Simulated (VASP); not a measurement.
Input of a VASP 6.6.1 run:

INCAR

```
PREC = Accurate
ENCUT = 520
EDIFF = 1E-6
ISMEAR = 0
SIGMA = 0.02
LREAL = Auto
LASPH = True
NELM = 80
ALGO = Normal
ISIF = 2
LWAVE = False
LCHARG = True
GGA = PE
LELF = True
LVHAR = True
NELECT = 74.0
NBANDS = 52
```

The input KPOINTS:

```
Automatic mesh
0
Gamma
  2 2 2
```

The input POSCAR:

```
CuSi16
1.0
    0.0000000000      5.4300000000      5.4300000000
    5.4300000000      0.0000000000      5.4300000000
    5.4300000000      5.4300000000      0.0000000000
Si Cu
16 1
Direct
   -0.0029518832     -0.0028398583     -0.0078818829
    0.1190340797      0.1192778209      0.1225504670
   -0.0040380906     -0.0042126438      0.4955453733
    0.1205233988      0.1200160556      0.6202341785
    0.0048931074      0.4950451050     -0.0056020293
    0.1333303150      0.6247936718      0.1242974057
   -0.0022694149      0.4919098706      0.4966627073
    0.1195086307      0.6228429930      0.6185087926
    0.4946968990      0.0057760464     -0.0060585752
    0.6247141761      0.1335270432      0.1239594098
    0.4924121953     -0.0024772418      0.4963607096
    0.6230660947      0.1195664325      0.6182149737
    0.5129932546      0.5131941896      0.0118057382
    0.6366224602      0.6374508426      0.1352823200
    0.4955240585      0.4955052750      0.5034947714
    0.6253086486      0.6250708129      0.6322814343
    0.3891211702      0.3899679845      0.8877490061
```

Potentials or basis: VASP PAW PBE potentials, release 64 (Si, Cu).

Launch:

```bash
$ cat potpaw_PBE.64/Si/POTCAR potpaw_PBE.64/Cu/POTCAR > POTCAR
$ mpirun -np 1 vasp_std > vasp.out
```

Task: Estimate the largest force.

Result: 0.028 eV/Å.

Forces on the atoms (eV/Å):
```
Si   0.000  0.006  0.003
Si   0.005 -0.005 -0.006
Si  -0.002  0.002  0.003
Si  -0.003 -0.005  0.003
Si  -0.002  0.004  0.005
Si   0.010 -0.009 -0.009
Si   0.011 -0.004  0.004
Si  -0.007  0.004  0.002
Si  -0.006  0.008 -0.006
Si   0.003  0.013 -0.003
Si  -0.004  0.011  0.001
Si   0.002 -0.012  0.005
Si   0.010  0.014  0.003
Si  -0.003  0.000 -0.001
Si   0.010  0.009 -0.016
Si  -0.014 -0.017  0.018
Cu  -0.010 -0.018 -0.006
```

Caveat: the k points lie up to 0.50 Å⁻¹ apart; the cell carries a net charge on a neutralising background, which shifts energy and pressure.
